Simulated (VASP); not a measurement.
A run of VASP 6.6.1 is set up as follows.

INCAR

```
ALGO = Normal ; EDIFF = 1E-8
ENCUT = 520 ; GGA = PS
ISIF = 2 ; ISMEAR = -1
ISPIN = 2 ; LASPH = True
LCHARG = False ; LEFG = True
LMAXMIX = 4 ; LORBIT = 11
LREAL = False ; LWAVE = False
MAGMOM = 4 4 0 0 ; NBANDS = 31
NELM = 150 ; PREC = Accurate
SIGMA = 0.05
```

KPOINTS

```
k-points
0
Gamma
  14 14 8
```

POSCAR

```
MnO
1.0
    3.3490713822      0.0000000000      0.0000000000
   -1.6745356910      2.9003808960      0.0000000000
    0.0000000000      0.0000000000      5.3493546156
Mn O
2 2
Direct
    0.3333333333      0.6666666667      0.0109600000
    0.6666666667      0.3333333333      0.5109600000
    0.3333333333      0.6666666667      0.3754700000
    0.6666666667      0.3333333333      0.8754700000
```

Potentials or basis: VASP PAW PBE potentials, release 64 (Mn_pv, O).

Run with:

```sh
$ cat potpaw_PBE.64/Mn_pv/POTCAR potpaw_PBE.64/O/POTCAR > POTCAR
$ mpirun -np 1 vasp_std > vasp.out
```

(1) Estimate the net moment.

(2) Estimate the largest force.

(3) What does it give for the pressure?

## Answers

(1) 9.97 μB per cell.

(2) 0.663 eV/Å.

(3) 3.9 GPa.

Caveat: the cell stands under pressure; without QUAD_EFG the Cq values of the log hold for a quadrupole moment of 1 mb, not for the nuclei; the PAW data sets were made with another functional, which shifts forces and pressure a little; only a ferromagnetic start was run, and an antiferromagnetic order may lie lower in energy.
